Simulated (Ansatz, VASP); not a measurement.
# One calculation of PtS2, two programs

```
CELL_PARAMETERS angstrom
3.57706 0.00000 0.00000
-1.78853 3.09783 0.00000
0.00000 0.00000 6.45840
ATOMIC_POSITIONS crystal
Pt 0.00000 0.00000 0.00000
S 0.66667 0.33333 0.80990
S 0.33333 0.66667 0.19010
```

Alike in both runs: functional PBE; k mesh 9 × 9 × 6; occupations gaussian, width 0.02 eV; no spin polarisation.

Ansatz relaxed the structure, and its values are those at the end. VASP's run is a single point on that final structure, the one shown.

```csv
,VASP,Ansatz
version,VASP 6.6.1,Ansatz 0.2.0
potentials or method,"VASP PAW PBE potentials, release 64 (Pt, S), cutoff 520 eV","scalar-relativistic, plane waves, PAW"
valence electrons in the cell,22,30
```

```csv
,VASP,Ansatz,Ansatz less VASP
gap on the k mesh at the Fermi level (eV),1.55,1.55,-0.003
least direct gap on the mesh (eV),1.58,1.58,-0.002
pressure (GPa),-0.4,0.0,+0.35
rms of the force components (eV/Å),0.020,0.002,-0.0174
```

VASP's potentials hold 22 valence electrons a cell and Ansatz's 30, so a difference there can come from the potentials and not from the codes. Ansatz's warnings: structure snapped to symmetry.

Neither program's run includes spin-orbit coupling.
